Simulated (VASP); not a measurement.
# ZnS (Cm) in VASP: notebook

Runs on ZnS. Level: PBE. Tasks: single point.

All numbers are computed with VASP 6.6.1; they aren't measurements. Logs are shortened: lines on timing, memory, paths and dates and some standing lists are left out, and cuts for length are marked.

**1. The cell of the first run**

It takes space group Cm (No. 8, monoclinic). Conventional cell: a = 6.625 Å, b = 3.825 Å, c = 3.825 Å, α = 90.00°, β = 125.26°, γ = 90.00°. Within 2.3 Å of Zn (site symmetry m) lie 1 S at 1.72 Å. Within 2.3 Å of S (site symmetry m) lie 1 Zn at 1.72 Å.

**2. Single point, PBE (atom 1 (Zn) moved by (-0.450, -0.450) A along [1 1 0] and z)**

INCAR

```
PREC = Accurate ; ENCUT = 520
EDIFF = 1E-6 ; ISMEAR = 0
SIGMA = 0.05 ; LREAL = False
LASPH = True ; NELM = 80
ALGO = Normal ; ISIF = 2
LWAVE = False ; LCHARG = False
GGA = PE ; NBANDS = 16
```

KPOINTS

```
Automatic mesh
0
Gamma
  10 10 10
```

POSCAR

```
ZnS
1.0
    0.0000000000      2.7046500000      2.7046500000
    2.7046500000      0.0000000000      2.7046500000
    2.7046500000      2.7046500000      0.0000000000
Zn S
1 1
Direct
   -0.0831900616     -0.0831900616     -0.0344584518
    0.7500000000      0.7500000000      0.7500000000
```

Potentials or basis: VASP PAW PBE potentials, release 64 (Zn, S).

The run is started by

```sh
> cat potpaw_PBE.64/Zn/POTCAR potpaw_PBE.64/S/POTCAR > POTCAR
> mpirun -np 1 vasp_std > vasp.out
```

OUTCAR:

```text
PREC = Accurate
   ENCUT = 520
   EDIFF = 1E-6
   ISMEAR = 0
   LREAL = False
   LASPH = True
   NELM = 80
   ISIF = 2
   GGA = PE

 ion  position               nearest neighbor table
   1  0.917  0.917  0.966-   2 1.72   2 2.53   2 2.67   2 2.67
   2  0.750  0.750  0.750-   1 1.72   1 2.53   1 2.67   1 2.67

  LATTYP: Found a face centered cubic cell.
 ALAT       =     5.4093000000

  Lattice vectors:

 A1 = (   0.0000000000,   2.7046500000,   2.7046500000)
 A2 = (   2.7046500000,   0.0000000000,   2.7046500000)
 A3 = (   2.7046500000,   2.7046500000,   0.0000000000)

Analysis of symmetry for initial positions (statically):
=====================================================================
 Subroutine PRICEL returns:
 Original cell was already a primitive cell.

 Routine SETGRP: Setting up the symmetry group for a
 face centered cubic supercell.

 Subroutine GETGRP returns: Found  2 space group operations
 (whereof  2 operations were pure point group operations)
 out of a pool of 48 trial point group operations.

The static configuration has the point symmetry C_1h.

Analysis of symmetry for dynamics (positions and initial velocities):
=====================================================================
 Subroutine PRICEL returns:
 Original cell was already a primitive cell.

 Routine SETGRP: Setting up the symmetry group for a
 face centered cubic supercell.

 Subroutine GETGRP returns: Found  2 space group operations
 (whereof  2 operations were pure point group operations)
 out of a pool of 48 trial point group operations.

The dynamic configuration has the point symmetry C_1h.

 Subroutine INISYM returns: Found  2 space group operations
 (whereof  2 operations are pure point group operations),
 and found     1 'primitive' translations

----------------------------------------------------------------------------------------

                                     Primitive cell

  volume of cell :      39.5697

  direct lattice vectors                    reciprocal lattice vectors
     0.000000000  2.704650000  2.704650000    -0.184866803  0.184866803  0.184866803
     2.704650000  0.000000000  2.704650000     0.184866803 -0.184866803  0.184866803
     2.704650000  2.704650000  0.000000000     0.184866803  0.184866803 -0.184866803

  length of vectors
     3.824952711  3.824952711  3.824952711     0.320198696  0.320198696  0.320198696

  position of ions in fractional coordinates (direct lattice)
     0.916809938  0.916809938  0.965541548
     0.750000000  0.750000000  0.750000000

  ion indices of the primitive-cell ions
   primitive index   ion index
                 1           1
                 2           2

----------------------------------------------------------------------------------------

 KPOINTS: Automatic mesh

Automatic generation of k-mesh.
 Grid dimensions read from file:
 generate k-points for:   10   10   10

 Generating k-lattice:

  Cartesian coordinates                     Fractional coordinates (reciprocal lattice)
    -0.018486680  0.018486680  0.018486680     0.100000000  0.000000000  0.000000000
     0.018486680 -0.018486680  0.018486680     0.000000000  0.100000000  0.000000000
     0.018486680  0.018486680 -0.018486680     0.000000000  0.000000000  0.100000000

  Length of vectors
     0.032019870  0.032019870  0.032019870

  Shift w.r.t. Gamma in fractional coordinates (k-lattice)
     0.000000000  0.000000000  0.000000000

 Subroutine IBZKPT returns following result:
 ===========================================

 Found    282 irreducible k-points:

 Following reciprocal coordinates:
            Coordinates               Weight
  0.000000  0.000000  0.000000      1.000000
  0.100000  0.000000  0.000000      4.000000
  0.000000  0.000000  0.100000      2.000000
  0.100000  0.100000  0.100000      2.000000
  0.200000  0.000000  0.000000      4.000000
  0.000000  0.000000  0.200000      2.000000
[... 16 lines left out ...]
  0.200000  0.100000  0.200000      4.000000
  0.100000 -0.100000 -0.100000      4.000000
 [... further k-points ...]
   k-points           NKPTS =    282   k-points in BZ     NKDIM =    282   number of bands    NBANDS=     16
   number of dos      NEDOS =    301   number of ions     NIONS =      2
   total plane-waves  NPLWV =  21952
   dimension x,y,z NGX =    28 NGY =   28 NGZ =   28
   dimension x,y,z NGXF=    56 NGYF=   56 NGZF=   56
   ions per type =               1   1
   NGX,Y,Z   is equivalent  to a cutoff of  12.17, 12.17, 12.17 a.u.
   NGXF,Y,Z  is equivalent  to a cutoff of  24.34, 24.34, 24.34 a.u.
 SYSTEM =  unknown system
   PREC   = accura    normal or accurate (medium, high low for compatibility)
   ISTART =      0    job   : 0-new  1-cont  2-samecut
   ICHARG =      2    charge: 1-file 2-atom 10-const
   ISPIN  =      1    spin polarized calculation?
   LNONCOLLINEAR =      F non collinear calculations
   LSORBIT =      F    spin-orbit coupling
   LASPH  =      T    aspherical Exc in radial PAW
   ENCUT  =  520.0 eV  38.22 Ry    6.18 a.u.   7.11  7.11  7.11*2*pi/ulx,y,z
   NELM   =     80;   NELMIN=  2; NELMDL= -5     # of ELM steps
   EDIFF  = 0.1E-05   stopping-criterion for ELM
   LREAL  =      F    real-space projection
   EDIFFG = 0.1E-04   stopping-criterion for IOM
   NSW    =      0    number of steps for IOM
   IBRION =     -1    ionic relax: 0-MD 1-quasi-New 2-CG
   NFREE  =      0    steps in history (QN), initial steepest desc. (CG)
   ISIF   =      2    stress and relaxation
   ISYM   =      2    0-nonsym 1-usesym 2-fastsym
   POTIM  = 0.5000    time-step for ionic-motion
   TEBEG  =    0.0;   TEEND  =   0.0 temperature during run
   PSTRESS=    0.0 pullay stress
   NELECT =      18.0000    total number of electrons
   NUPDOWN=      -1.0000    fix difference up-down
   EMIN   =  10.00;   EMAX   =-10.00  energy-range for DOS
   EFERMI =   0.00;   METHOD = LEGACY
   ISMEAR =     0;   SIGMA  =   0.05  broadening in eV -4-tet -1-fermi 0-gaus
   EFERMI_NEDOS =   21; number of points for ismear=-14 and -15
   IALGO  =     38    algorithm
   IMIX   =      4    mixing-type and parameters
     AMIX     =   0.40;   BMIX     =  1.00
     AMIX_MAG =   1.60;   BMIX_MAG =  1.00
  volume/ion in A,a.u.               =      19.78       133.51
  Fermi-wavevector in a.u.,A,eV,Ry     =   1.259055  2.379268 21.568210  1.585219
  Thomas-Fermi vector in A             =   2.392634
   LORBIT       =      0    0 simple, 1 ext, 2 COOP (PROOUT), +10 PAW based schemes
   GGA     = PE    functional components
   LHFCALC =     F    Hartree Fock is set to
   AEXX    =    0.0000 exact exchange contribution
   IVDW    =     0    specifies the selected vdW correction
   LEPSILON=     F    determine dielectric tensor
   LRPA    =     F    only Hartree local field effects (RPA)
 non-spin polarized calculation
 Gauss-broadening in eV      SIGMA  =   0.05
  energy-cutoff  :      520.00
  volume of cell :       39.57
 maximum number of plane-waves:      1090
   NGX = 15   NGY = 15   NGZ = 15

 number of electron      18.0000002 magnetization

 Free energy of the ion-electron system (eV)
  ---------------------------------------------------
  ext. energy  EPLUGINS =         0.00000000
  ---------------------------------------------------
  free energy    TOTEN  =        -3.65378317 eV

  energy without entropy =       -3.65378317  energy(sigma->0) =       -3.65378317

 E-fermi :   2.6396     XC(G=0):  -9.5749

 val. band max:        2.3540391462   @ k =   0.0000   0.0000   0.0000
 cond. band min:       4.2276953386   @ k =   0.0000   0.0000   0.0000
 fundamental gap:      1.8736561924
 Fermi energy:         2.6395785102

 k-point     1 :       0.0000    0.0000    0.0000
  band No.  band energies     occupation
      1     -11.7876      2.00000
      2      -5.8261      2.00000
      3      -5.5080      2.00000
      4      -5.4241      2.00000
      5      -4.7077      2.00000
      6      -4.6896      2.00000
[... 8 lines left out ...]
     15      13.5994      0.00000
     16      13.6617      0.00000

 k-point     2 :       0.1000    0.0000    0.0000
  band No.  band energies     occupation
      1     -11.7306      2.00000
      2      -5.8039      2.00000
      3      -5.5094      2.00000
      4      -5.4223      2.00000
      5      -4.7067      2.00000
      6      -4.6840      2.00000
[... 8 lines left out ...]
     15      13.3485      0.00000
     16      14.0888      0.00000

 k-point     3 :       0.0000    0.0000    0.1000
  band No.  band energies     occupation
      1     -11.7246      2.00000
      2      -5.8112      2.00000
      3      -5.4980      2.00000
      4      -5.4332      2.00000
      5      -4.6998      2.00000
      6      -4.6910      2.00000
[... 8 lines left out ...]
     15      13.2751      0.00000
     16      14.0759      0.00000

 k-point     4 :       0.1000    0.1000    0.1000
  band No.  band energies     occupation
      1     -11.7111      2.00000
      2      -5.8266      2.00000
      3      -5.4773      2.00000
      4      -5.4044      2.00000
      5      -4.7120      2.00000
      6      -4.6944      2.00000
[... 8 lines left out ...]
     15      13.0446      0.00000
     16      14.0098      0.00000

 k-point     5 :       0.2000    0.0000    0.0000
  band No.  band energies     occupation
      1     -11.5761      2.00000
      2      -5.7438      2.00000
      3      -5.5148      2.00000
      4      -5.4054      2.00000
      5      -4.7009      2.00000
      6      -4.6666      2.00000
[... 8 lines left out ...]
     15      13.3106      0.00000
     16      14.1753      0.00000

 k-point     6 :       0.0000    0.0000    0.2000
  band No.  band energies     occupation
      1     -11.5529      2.00000
      2      -5.7727      2.00000
      3      -5.4589      2.00000
      4      -5.4574      2.00000
      5      -4.6908      2.00000
      6      -4.6788      2.00000
[... 8 lines left out ...]
     15      13.2145      0.00000
     16      14.2908      0.00000

 k-point     7 :       0.2000    0.2000    0.2000
  band No.  band energies     occupation
      1     -11.5001      2.00000
      2      -5.8111      2.00000
      3      -5.3965      2.00000
      4      -5.3534      2.00000
      5      -4.7214      2.00000
      6      -4.7061      2.00000
[... 8 lines left out ...]
     15      12.3954      0.00000
     16      14.6710      0.00000

 k-point     8 :       0.3000    0.0000    0.0000
  band No.  band energies     occupation
      1     -11.3736      2.00000
      2      -5.6731      2.00000
      3      -5.5243      2.00000
      4      -5.3447      2.00000
      5      -4.6744      2.00000
      6      -4.6424      2.00000
[... 8 lines left out ...]
     15      13.8423      0.00000
     16      13.9881      0.00000

 k-point     9 :       0.0000    0.0000    0.3000
  band No.  band energies     occupation
      1     -11.3251      2.00000
      2      -5.7258      2.00000
      3      -5.4877      2.00000
      4      -5.3752      2.00000
      5      -4.6763      2.00000
      6      -4.6520      2.00000
[... 8 lines left out ...]
     15      13.8994      0.00000
     16      13.9019      0.00000
[... 172 lines left out ...]
 k-point    19 :       0.2000    0.1000    0.0000
  band No.  band energies     occupation
      1     -11.5799      2.00000
      2      -5.7555      2.00000
      3      -5.5158      2.00000
      4      -5.3778      2.00000
      5      -4.7004      2.00000
      6      -4.6831      2.00000
[... 8 lines left out ...]
     15      13.7326      0.00000
     16      14.9587      0.00000

 k-point    20 :       0.0000    0.2000    0.1000
  band No.  band energies     occupation
      1     -11.5756      2.00000
      2      -5.7663      2.00000
      3      -5.4983      2.00000
      4      -5.3954      2.00000
      5      -4.7117      2.00000
      6      -4.6684      2.00000
[... 8 lines left out ...]
     15      13.8194      0.00000
     16      14.9665      0.00000

 k-point    21 :       0.1000    0.0000    0.2000
  band No.  band energies     occupation
      1     -11.5588      2.00000
      2      -5.7830      2.00000
      3      -5.4689      2.00000
      4      -5.4268      2.00000
      5      -4.6996      2.00000
      6      -4.6812      2.00000
[... 8 lines left out ...]
     15      13.6735      0.00000
     16      14.9843      0.00000

 k-point    22 :       0.1000    0.1000   -0.1000
  band No.  band energies     occupation
      1     -11.5849      2.00000
      2      -5.7581      2.00000
      3      -5.5111      2.00000
      4      -5.4185      2.00000
      5      -4.6932      2.00000
      6      -4.6764      2.00000
[... 8 lines left out ...]
     15      14.0172      0.00000
     16      15.2819      0.00000

 k-point    23 :       0.2000    0.1000    0.2000
  band No.  band energies     occupation
      1     -11.5327      2.00000
      2      -5.8041      2.00000
      3      -5.4409      2.00000
      4      -5.3690      2.00000
      5      -4.7167      2.00000
      6      -4.6936      2.00000
[... 8 lines left out ...]
     15      13.2734      0.00000
     16      15.2404      0.00000

 k-point    24 :       0.1000   -0.1000   -0.1000
  band No.  band energies     occupation
      1     -11.5870      2.00000
      2      -5.7566      2.00000
      3      -5.4945      2.00000
      4      -5.4413      2.00000
      5      -4.7011      2.00000
      6      -4.6641      2.00000
[... 8 lines left out ...]
     15      14.0716      0.00000
     16      15.1976      0.00000

 [... further k-points ...]

------------------------ aborting loop because EDIFF is reached ----------------------------------------

  FORCE on cell =-STRESS in cart. coord.  units (eV):
  Direction    XX          YY          ZZ          XY          YZ          ZX
  --------------------------------------------------------------------------------------
  -------------------------------------------------------------------------------------
  Total        8.7578379      8.7578379      6.5554450      9.2041981      8.2449278      8.2449261
  in kB      354.6045256    354.6045256    265.4297197    372.6776306    333.8368146    333.8367455
  external PRESSURE =     324.8795903 kB  Pullay stress =       0.0000000 kB

 VOLUME and BASIS-vectors are now :
 -----------------------------------------------------------------------------
  energy-cutoff  :      520.00
  volume of cell :       39.57
      direct lattice vectors                 reciprocal lattice vectors
     0.000000000  2.704650000  2.704650000    -0.184866803  0.184866803  0.184866803
     2.704650000  0.000000000  2.704650000     0.184866803 -0.184866803  0.184866803
     2.704650000  2.704650000  0.000000000     0.184866803  0.184866803 -0.184866803

 POSITION                                       TOTAL-FORCE (eV/Angst)
 -----------------------------------------------------------------------------------
      5.09110      5.09110      4.95930         9.827668      9.827668      8.703709
      4.05697      4.05697      4.05697        -9.827668     -9.827668     -8.703709
 -----------------------------------------------------------------------------------
    total drift:                                0.000702      0.000702      0.000309

  FREE ENERGIE OF THE ION-ELECTRON SYSTEM (eV)
  ---------------------------------------------------
  free  energy   TOTEN  =        -3.6537831749 eV

  energy  without entropy=       -3.6537831749  energy(sigma->0) =       -3.65378317
```

Run time: 3.5 min. Hardware: 1 thread of Intel Xeon Platinum 8259CL at 2.50GHz (Skylake/Cascade Lake), shared host; peak memory 0.29 GiB.

What came out:

```
Free energy            : -3.6538 eV
Pressure               : 32.5 GPa
Largest force          : 16.399 eV/Å
Band gap on the k mesh : 1.87 eV, direct
```

Forces in eV/Å, atoms in the order of the input:
```
Zn   9.828  9.828  8.704
S   -9.828 -9.828 -8.704
```

Caveat: the cell differs from its parent crystal (atom 1 (Zn) moved by (-0.450, -0.450) A along [1 1 0] and z); forces of over 1 eV/Å act on the atoms, so gaps and moduli don't describe the material at rest. A k mesh can miss the band edges.

**3. Single point, PBE (atom 1 (Zn) moved by (-0.450, +0.450) A along [1 1 0] and z)**

INCAR

```
PREC     = Accurate       # precision mode
ENCUT    = 520            # plane-wave cutoff, eV
EDIFF    = 1E-7           # SCF threshold, eV
ISMEAR   = 0              # smearing method
SIGMA    = 0.05           # smearing width, eV
LREAL    = F              # projectors in reciprocal space
LASPH    = T              # aspherical terms in the spheres
NELM     = 100            # most SCF steps
ALGO     = Normal         # electronic algorithm
ISIF     = 2              # what is computed and relaxed
LWAVE    = F              # write WAVECAR
LCHARG   = F              # write CHGCAR
GGA      = PE             # functional
NBANDS   = 16             # bands
```

KPOINTS is that of step 2.

Changes to POSCAR since step 2:

```diff
@@ -8,3 +8,3 @@
 Direct
-   -0.0831900616     -0.0831900616     -0.0344584518
+    0.0831900616      0.0831900616     -0.2008385749
     0.7500000000      0.7500000000      0.7500000000
```

Potentials or basis: VASP PAW PBE potentials, release 64 (Zn, S).

The run is started by

```sh
> cat potpaw_PBE.64/Zn/POTCAR potpaw_PBE.64/S/POTCAR > POTCAR
> mpirun -np 1 vasp_std > vasp.out
```

Run time: 3.1 min. Hardware: 1 thread of Intel Xeon Platinum 8259CL at 2.50GHz (Skylake/Cascade Lake), shared host; peak memory 0.29 GiB.

It converged, with:

```
Free energy            : -6.3709 eV
Pressure               : 6.6 GPa
Largest force          : 1.244 eV/Å
Band gap on the k mesh : 2.19 eV, indirect (least direct gap 2.21 eV)
```

Forces in eV/Å, atoms in the order of the input:
```
Zn  -0.082 -0.082 -1.238
S    0.082  0.082  1.238
```

Stress tensor (GPa, compression positive):
```
 7.99 -5.92  0.94
-5.92  7.99  0.94
 0.94  0.94  3.88
```

Levels at points of the mesh, in eV from the valence-band top:
```csv
k point,band 5,band 6,band 7,band 8,band 9,band 10,band 11,band 12,band 13,band 14
"(0.00, 0.00, 0.00)",-6.12,-6.08,-0.49,-0.06,-0.02,2.19,6.46,6.98,8.00,10.43
"(0.50, 0.00, 0.00)",-6.13,-5.97,-5.25,-1.61,-0.16,3.83,6.13,8.72,8.92,11.55
"(0.00, 0.00, 0.50)",-6.03,-5.77,-4.08,-0.87,-0.39,2.75,5.95,6.58,8.11,12.03
"(0.50, 0.50, 0.50)",-6.16,-5.98,-5.02,-1.69,-0.19,3.67,6.11,8.69,8.76,11.38
"(0.50, 0.50, 0.00)",-6.06,-5.93,-4.44,-2.44,-1.51,2.78,4.21,10.65,12.42,12.45
"(0.00, 0.50, 0.50)",-6.03,-5.93,-4.60,-2.38,-1.34,2.89,3.96,10.78,12.25,12.92
```

Caveat: the cell differs from its parent crystal (atom 1 (Zn) moved by (-0.450, +0.450) A along [1 1 0] and z); forces of over 1 eV/Å act on the atoms, so gaps and moduli don't describe the material at rest. A k mesh can miss the band edges.

(Part 1 of 2 ends here.)
